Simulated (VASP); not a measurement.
# Sc (P6_3/mmc) in VASP: further runs

Runs on Sc. Level: revPBE. Tasks: single point.

All numbers are computed with VASP 6.6.1; they aren't measurements. Logs are shortened: lines on timing, memory, paths and dates and some standing lists are left out, and cuts for length are marked.

### Step 1. The cell of the first run

The structure is hexagonal, space group P6_3/mmc (No. 194). Conventional cell: a = 3.188 Å, b = 3.188 Å, c = 10.186 Å, α = 90.00°, β = 90.00°, γ = 120.00°. Within 4.1 Å of Sc (site symmetry -3m) lie 12 Sc at 3.14 to 3.19 Å. Within 4.1 Å of Sc (site symmetry -6m2) lie 12 Sc at 3.14 to 3.19 Å.

### Step 2. Single point, revPBE (volume scaled by 0.88)

Input file INCAR:

```
SYSTEM = Sc
PREC = Accurate
ENCUT = 520
EDIFF = 1E-6
ISMEAR = -1
SIGMA = 0.1
LREAL = .False.
LASPH = .True.
NELM = 60
ALGO = Normal
ISIF = 2
LWAVE = .False.
LCHARG = .False.
GGA = RE
NBANDS = 30
```

Input file KPOINTS:

```
regular mesh
0
Gamma
  12 12 4
  0 0 0
```

Input file POSCAR:

```
Sc
1.0
    3.1883487628      0.0000000000      0.0000000000
   -1.5941743814      2.7611910247      0.0000000000
    0.0000000000      0.0000000000     10.1855461158
Sc
4
Direct
    0.0000000000      0.0000000000      1.0000000000
    0.0000000000      0.0000000000      0.5000000000
    0.3333333333      0.6666666667      0.2500000000
    0.6666666667      0.3333333333      0.7500000000
```

Potentials or basis: VASP PAW PBE potentials, release 64 (Sc_sv).

Launch:

```
$ cat potpaw_PBE.64/Sc_sv/POTCAR > POTCAR
$ mpirun -np 1 vasp_std > vasp.out
```

OUTCAR:

```text
SYSTEM = Sc
   PREC = Accurate
   ENCUT = 520
   EDIFF = 1E-6
   ISMEAR = -1
   LREAL = .False.
   LASPH = .True.
   NELM = 60
   ISIF = 2
   GGA = RE

 ion  position               nearest neighbor table
   1  0.000  0.000  0.000-   3 3.14   4 3.14   3 3.14   4 3.14   4 3.14   3 3.14
   2  0.000  0.000  0.500-   3 3.14   4 3.14   3 3.14   4 3.14   4 3.14   3 3.14
   3  0.333  0.667  0.250-   1 3.14   2 3.14   1 3.14   2 3.14   1 3.14   2 3.14
   4  0.667  0.333  0.750-   1 3.14   2 3.14   1 3.14   2 3.14   1 3.14   2 3.14

  LATTYP: Found a hexagonal cell.
 ALAT       =     3.1883487628
 C/A-ratio  =     3.1946147908

  Lattice vectors:

 A1 = (   3.1883487628,   0.0000000000,   0.0000000000)
 A2 = (  -1.5941743814,   2.7611910247,   0.0000000000)
 A3 = (   0.0000000000,   0.0000000000,  10.1855461158)

Analysis of symmetry for initial positions (statically):
=====================================================================
 Subroutine PRICEL returns:
 Original cell was already a primitive cell.

 Routine SETGRP: Setting up the symmetry group for a
 hexagonal supercell.

 Subroutine GETGRP returns: Found 24 space group operations
 (whereof 12 operations were pure point group operations)
 out of a pool of 24 trial point group operations.

The static configuration has the point symmetry D_3d.
 The point group associated with its full space group is D_6h.

Analysis of symmetry for dynamics (positions and initial velocities):
=====================================================================
 Subroutine PRICEL returns:
 Original cell was already a primitive cell.

 Routine SETGRP: Setting up the symmetry group for a
 hexagonal supercell.

 Subroutine GETGRP returns: Found 24 space group operations
 (whereof 12 operations were pure point group operations)
 out of a pool of 24 trial point group operations.

The dynamic configuration has the point symmetry D_3d.
 The point group associated with its full space group is D_6h.

 Subroutine INISYM returns: Found 24 space group operations
 (whereof 12 operations are pure point group operations),
 and found     1 'primitive' translations

----------------------------------------------------------------------------------------

                                     Primitive cell

  volume of cell :      89.6699

  direct lattice vectors                    reciprocal lattice vectors
     3.188348763  0.000000000  0.000000000     0.313641974  0.181081278  0.000000000
    -1.594174381  2.761191025  0.000000000     0.000000000  0.362162556  0.000000000
     0.000000000  0.000000000 10.185546116     0.000000000  0.000000000  0.098178339

  length of vectors
     3.188348763  3.188348763 10.185546116     0.362162556  0.362162556  0.098178339

  position of ions in fractional coordinates (direct lattice)
     0.000000000  0.000000000  0.000000000
     0.000000000  0.000000000  0.500000000
     0.333333333  0.666666667  0.250000000
     0.666666667  0.333333333  0.750000000

  ion indices of the primitive-cell ions
   primitive index   ion index
                 1           1
                 2           2
                 3           3
                 4           4

----------------------------------------------------------------------------------------

 KPOINTS: regular mesh

Automatic generation of k-mesh.
 Grid dimensions read from file:
 generate k-points for:   12   12    4

 Generating k-lattice:

  Cartesian coordinates                     Fractional coordinates (reciprocal lattice)
     0.026136831  0.015090107  0.000000000     0.083333333 -0.000000000  0.000000000
     0.000000000  0.030180213  0.000000000     0.000000000  0.083333333  0.000000000
     0.000000000  0.000000000  0.024544585     0.000000000  0.000000000  0.250000000

  Length of vectors
     0.030180213  0.030180213  0.024544585

  Shift w.r.t. Gamma in fractional coordinates (k-lattice)
     0.000000000  0.000000000  0.000000000

 Subroutine IBZKPT returns following result:
 ===========================================

 Found     57 irreducible k-points:

 Following reciprocal coordinates:
            Coordinates               Weight
  0.000000  0.000000  0.000000      1.000000
  0.083333  0.000000  0.000000      6.000000
  0.166667  0.000000  0.000000      6.000000
  0.250000 -0.000000  0.000000      6.000000
  0.333333  0.000000  0.000000      6.000000
  0.416667  0.000000  0.000000      6.000000
[... 16 lines left out ...]
  0.250000 -0.000000  0.250000     12.000000
  0.333333  0.000000  0.250000     12.000000
 [... further k-points ...]
   k-points           NKPTS =     57   k-points in BZ     NKDIM =     57   number of bands    NBANDS=     30
   number of dos      NEDOS =    301   number of ions     NIONS =      4
   total plane-waves  NPLWV =  46080
   dimension x,y,z NGX =    24 NGY =   24 NGZ =   80
   dimension x,y,z NGXF=    48 NGYF=   48 NGZF=  160
   ions per type =               4
   NGX,Y,Z   is equivalent  to a cutoff of  12.51, 12.51, 13.06 a.u.
   NGXF,Y,Z  is equivalent  to a cutoff of  25.03, 25.03, 26.11 a.u.
 SYSTEM =  Sc
   PREC   = accura    normal or accurate (medium, high low for compatibility)
   ISTART =      0    job   : 0-new  1-cont  2-samecut
   ICHARG =      2    charge: 1-file 2-atom 10-const
   ISPIN  =      1    spin polarized calculation?
   LNONCOLLINEAR =      F non collinear calculations
   LSORBIT =      F    spin-orbit coupling
   LASPH  =      T    aspherical Exc in radial PAW
   ENCUT  =  520.0 eV  38.22 Ry    6.18 a.u.   5.93  5.93 18.94*2*pi/ulx,y,z
   NELM   =     60;   NELMIN=  2; NELMDL= -5     # of ELM steps
   EDIFF  = 0.1E-05   stopping-criterion for ELM
   LREAL  =      F    real-space projection
   EDIFFG = 0.1E-04   stopping-criterion for IOM
   NSW    =      0    number of steps for IOM
   IBRION =     -1    ionic relax: 0-MD 1-quasi-New 2-CG
   NFREE  =      0    steps in history (QN), initial steepest desc. (CG)
   ISIF   =      2    stress and relaxation
   ISYM   =      2    0-nonsym 1-usesym 2-fastsym
   POTIM  = 0.5000    time-step for ionic-motion
   TEBEG  =    0.0;   TEEND  =   0.0 temperature during run
   PSTRESS=    0.0 pullay stress
   NELECT =      44.0000    total number of electrons
   NUPDOWN=      -1.0000    fix difference up-down
   EMIN   =  10.00;   EMAX   =-10.00  energy-range for DOS
   EFERMI =   0.00;   METHOD = LEGACY
   ISMEAR =    -1;   SIGMA  =   0.10  broadening in eV -4-tet -1-fermi 0-gaus
   EFERMI_NEDOS =   21; number of points for ismear=-14 and -15
   IALGO  =     38    algorithm
   IMIX   =      4    mixing-type and parameters
     AMIX     =   0.40;   BMIX     =  1.00
     AMIX_MAG =   1.60;   BMIX_MAG =  1.00
  volume/ion in A,a.u.               =      22.42       151.28
  Fermi-wavevector in a.u.,A,eV,Ry     =   1.291250  2.440108 22.685340  1.667325
  Thomas-Fermi vector in A             =   2.423031
   LORBIT       =      0    0 simple, 1 ext, 2 COOP (PROOUT), +10 PAW based schemes
   GGA     = RE    functional components
   LHFCALC =     F    Hartree Fock is set to
   AEXX    =    0.0000 exact exchange contribution
   IVDW    =     0    specifies the selected vdW correction
   LEPSILON=     F    determine dielectric tensor
   LRPA    =     F    only Hartree local field effects (RPA)
 non-spin polarized calculation
  energy-cutoff  :      520.00
  volume of cell :       89.67
 maximum number of plane-waves:      2436
 NGX is ok and might be reduce to    24
   NGX = 11   NGY = 11   NGZ = 37

 number of electron      43.9999994 magnetization

 Free energy of the ion-electron system (eV)
  ---------------------------------------------------
  ext. energy  EPLUGINS =         0.00000000
  ---------------------------------------------------
  free energy    TOTEN  =       -23.75064970 eV

  energy without entropy =      -23.52874624  energy(sigma->0) =      -23.63969797

 E-fermi :   4.3785     XC(G=0): -10.1734

 val. band max:        4.3636990357   @ k =   0.1667   0.0833   0.5000
 cond. band min:       4.3894661098   @ k =   0.3333   0.0000   0.0000
 fundamental gap:      0.0257670742
 Fermi energy:         4.3784557307

 k-point     1 :       0.0000    0.0000    0.0000
  band No.  band energies     occupation
      1     -44.9045      2.00000
      2     -44.8640      2.00000
      3     -44.8487      2.00000
      4     -44.8077      2.00000
      5     -23.7664      2.00000
      6     -23.5076      2.00000
[... 22 lines left out ...]
     29       6.3432      0.00000
     30       6.4244      0.00000

 k-point     2 :       0.0833    0.0000    0.0000
  band No.  band energies     occupation
      1     -44.8995      2.00000
      2     -44.8604      2.00000
      3     -44.8451      2.00000
      4     -44.8056      2.00000
      5     -23.7542      2.00000
      6     -23.5115      2.00000
[... 22 lines left out ...]
     29       6.4123      0.00000
     30       6.4694      0.00000

 k-point     3 :       0.1667    0.0000    0.0000
  band No.  band energies     occupation
      1     -44.8857      2.00000
      2     -44.8507      2.00000
      3     -44.8354      2.00000
      4     -44.8000      2.00000
      5     -23.7194      2.00000
      6     -23.5291      2.00000
[... 22 lines left out ...]
     29       6.3649      0.00000
     30       6.7549      0.00000

 k-point     4 :       0.2500   -0.0000    0.0000
  band No.  band energies     occupation
      1     -44.8660      2.00000
      2     -44.8374      2.00000
      3     -44.8220      2.00000
      4     -44.7932      2.00000
      5     -23.6701      2.00000
      6     -23.5701      2.00000
[... 22 lines left out ...]
     29       6.3604      0.00000
     30       6.7456      0.00000

 k-point     5 :       0.3333    0.0000    0.0000
  band No.  band energies     occupation
      1     -44.8448      2.00000
      2     -44.8240      2.00000
      3     -44.8086      2.00000
      4     -44.7878      2.00000
      5     -23.6609      2.00000
      6     -23.6453      2.00000
[... 22 lines left out ...]
     29       6.1745      0.00000
     30       6.9859      0.00000
[... 526 lines left out ...]
     29       6.3371      0.00000
     30       6.3845      0.00000

 k-point    22 :       0.1667    0.0000    0.2500
  band No.  band energies     occupation
      1     -44.8826      2.00000
      2     -44.8609      2.00000
      3     -44.8252      2.00000
      4     -44.8032      2.00000
      5     -23.7040      2.00000
      6     -23.5949      2.00000
[... 22 lines left out ...]
     29       6.4221      0.00000
     30       6.4784      0.00000

 k-point    23 :       0.2500   -0.0000    0.2500
  band No.  band energies     occupation
      1     -44.8633      2.00000
      2     -44.8453      2.00000
      3     -44.8140      2.00000
      4     -44.7959      2.00000
      5     -23.6632      2.00000
      6     -23.6086      2.00000
[... 22 lines left out ...]
     29       6.3352      0.00000
     30       6.6138      0.00000

 k-point    24 :       0.3333    0.0000    0.2500
  band No.  band energies     occupation
      1     -44.8428      2.00000
      2     -44.8293      2.00000
      3     -44.8033      2.00000
      4     -44.7898      2.00000
      5     -23.6641      2.00000
      6     -23.6237      2.00000
[... 22 lines left out ...]
     29       6.1636      0.00000
     30       6.6229      0.00000

 [... further k-points ...]
[... 5 lines left out ...]
  --------------------------------------------------------------------------------------
  -------------------------------------------------------------------------------------
  Total        4.3324568      4.3324568      4.3589386      0.0000000      0.0000000     -0.0000000
  in kB       77.4102071     77.4102071     77.8833707      0.0000000      0.0000000     -0.0000000
  external PRESSURE =      77.5679283 kB  Pullay stress =       0.0000000 kB

 VOLUME and BASIS-vectors are now :
 -----------------------------------------------------------------------------
  energy-cutoff  :      520.00
  volume of cell :       89.67
      direct lattice vectors                 reciprocal lattice vectors
     3.188348763  0.000000000  0.000000000     0.313641974  0.181081278  0.000000000
    -1.594174381  2.761191025  0.000000000     0.000000000  0.362162556  0.000000000
     0.000000000  0.000000000 10.185546116     0.000000000  0.000000000  0.098178339

 POSITION                                       TOTAL-FORCE (eV/Angst)
 -----------------------------------------------------------------------------------
      0.00000      0.00000      0.00000         0.000000      0.000000      0.000000
      0.00000      0.00000      5.09277         0.000000      0.000000      0.000000
     -0.00000      1.84079      2.54639         0.000000     -0.000000      0.000000
      1.59417      0.92040      7.63916        -0.000000      0.000000     -0.000000
 -----------------------------------------------------------------------------------
    total drift:                               -0.000000      0.000000     -0.000000

  FREE ENERGIE OF THE ION-ELECTRON SYSTEM (eV)
  ---------------------------------------------------
  free  energy   TOTEN  =       -23.7506496997 eV

  energy  without entropy=      -23.5287462436  energy(sigma->0) =      -23.63969797
```

Wall time 1.7 min (1 thread of Intel Xeon 6975P-C, shared host); peak memory 0.27 GiB.

What came out:

```yaml
Free_energy: -23.7506 eV
Pressure: 7.8 GPa
Band_gap_on_the_k_mesh: zero (band 22 reaches 5.25 eV, above the bottom of band 23 at 3.95 eV)
```

Caveat: the PAW data sets were made with another functional, which shifts forces and pressure a little.

### Step 3. Single point, revPBE (volume scaled by 0.92)

Input file INCAR:

```
ALGO = Normal
EDIFF = 1E-7
ENCUT = 520
GGA = RE
ISIF = 2
ISMEAR = -1
LASPH = T
LCHARG = F
LREAL = F
LWAVE = F
NBANDS = 30
NELM = 60
PREC = Accurate
SIGMA = 0.1
```

Input file KPOINTS:

```
k-points
0
Gamma
  12 12 4
```

Input file POSCAR:

```
Sc
1.0
    3.2359430746      0.0000000000      0.0000000000
   -1.6179715373      2.8024089078      0.0000000000
    0.0000000000      0.0000000000     10.3375916082
Sc
4
Direct
    0.0000000000      0.0000000000      1.0000000000
    0.0000000000      0.0000000000      0.5000000000
    0.3333333333      0.6666666667      0.2500000000
    0.6666666667      0.3333333333      0.7500000000
```

Potentials or basis: VASP PAW PBE potentials, release 64 (Sc_sv).

Launch:

```
$ cat potpaw_PBE.64/Sc_sv/POTCAR > POTCAR
$ mpirun -np 1 vasp_std > vasp.out
```

OUTCAR:

```text
EDIFF = 1E-7
   ENCUT = 520
   GGA = RE
   ISIF = 2
   ISMEAR = -1
   LASPH = T
   LREAL = F
   NELM = 60
   PREC = Accurate

 ion  position               nearest neighbor table
   1  0.000  0.000  0.000-   3 3.19   4 3.19   3 3.19   4 3.19   4 3.19   3 3.19
   2  0.000  0.000  0.500-   3 3.19   4 3.19   3 3.19   4 3.19   4 3.19   3 3.19
   3  0.333  0.667  0.250-   1 3.19   2 3.19   1 3.19   2 3.19   1 3.19   2 3.19
   4  0.667  0.333  0.750-   1 3.19   2 3.19   1 3.19   2 3.19   1 3.19   2 3.19

  LATTYP: Found a hexagonal cell.
 ALAT       =     3.2359430746
 C/A-ratio  =     3.1946147908

  Lattice vectors:

 A1 = (   3.2359430746,   0.0000000000,   0.0000000000)
 A2 = (  -1.6179715373,   2.8024089078,   0.0000000000)
 A3 = (   0.0000000000,   0.0000000000,  10.3375916082)

Analysis of symmetry for initial positions (statically):
=====================================================================
 Subroutine PRICEL returns:
 Original cell was already a primitive cell.

 Routine SETGRP: Setting up the symmetry group for a
[... 167 lines left out ...]
  ext. energy  EPLUGINS =         0.00000000
  ---------------------------------------------------
  free energy    TOTEN  =       -23.91082111 eV

  energy without entropy =      -23.67547513  energy(sigma->0) =      -23.79314812

 E-fermi :   4.1006     XC(G=0):  -9.9907

 val. band max:        4.0965514230   @ k =   0.4167   0.0833   0.5000
 cond. band min:       4.1033200697   @ k =   0.1667   0.0833   0.5000
 fundamental gap:      0.0067686467
 Fermi energy:         4.1005503476

 k-point     1 :       0.0000    0.0000    0.0000
  band No.  band energies     occupation
      1     -45.2977      2.00000
      2     -45.2642      2.00000
      3     -45.2513      2.00000
      4     -45.2175      2.00000
      5     -24.1150      2.00000
      6     -23.8925      2.00000
[... 781 lines left out ...]
     29       5.8281      0.00000
     30       6.2604      0.00000

 [... further k-points ...]
[... 5 lines left out ...]
  --------------------------------------------------------------------------------------
  -------------------------------------------------------------------------------------
  Total        2.7723002      2.7723002      2.7774095      0.0000000      0.0000000     -0.0000000
  in kB       47.3804408     47.3804408     47.4677607      0.0000000      0.0000000     -0.0000000
  external PRESSURE =      47.4095474 kB  Pullay stress =       0.0000000 kB

 VOLUME and BASIS-vectors are now :
 -----------------------------------------------------------------------------
  energy-cutoff  :      520.00
  volume of cell :       93.75
      direct lattice vectors                 reciprocal lattice vectors
     3.235943075  0.000000000  0.000000000     0.309028922  0.178417931  0.000000000
    -1.617971537  2.802408908  0.000000000     0.000000000  0.356835863  0.000000000
     0.000000000  0.000000000 10.337591608     0.000000000  0.000000000  0.096734330

 POSITION                                       TOTAL-FORCE (eV/Angst)
 -----------------------------------------------------------------------------------
      0.00000      0.00000      0.00000        -0.000000      0.000000      0.000000
      0.00000      0.00000      5.16880        -0.000000      0.000000      0.000000
     -0.00000      1.86827      2.58440        -0.000000      0.000000     -0.000000
      1.61797      0.93414      7.75319         0.000000      0.000000      0.000000
 -----------------------------------------------------------------------------------
    total drift:                               -0.000000      0.000000     -0.000000

  FREE ENERGIE OF THE ION-ELECTRON SYSTEM (eV)
  ---------------------------------------------------
  free  energy   TOTEN  =       -23.9108211115 eV

  energy  without entropy=      -23.6754751319  energy(sigma->0) =      -23.79314812
```

stdout:

```text
POSCAR found type information on POSCAR Sc
 POSCAR found :  1 types and       4 ions
 scaLAPACK will be used
 -----------------------------------------------------------------------------
|                                                                             |
|                                                                             |
|     You enforced a specific xc type in the INCAR file but a different       |
|     I HOPE YOU KNOW WHAT YOU ARE DOING!                                     |
|                                                                             |
 -----------------------------------------------------------------------------

 LDA part: xc-table for (Slater+PW92), standard interpolation
 POSCAR, INCAR and KPOINTS ok, starting setup
 FFT: planning ... GRIDC
 FFT: planning ... GRID_SOFT
 FFT: planning ... GRID
 WAVECAR not read
 entering main loop
```

Run time: 2.2 min. Hardware: 1 thread of Intel Xeon 6975P-C, shared host; peak memory 0.27 GiB.

Results:

```
Free energy            : -23.9108 eV
Pressure               : 4.7 GPa
Band gap on the k mesh : zero (band 22 reaches 4.96 eV, above the bottom of band 23 at 3.71 eV)
```

Caveat: the PAW data sets were made with another functional, which shifts forces and pressure a little.
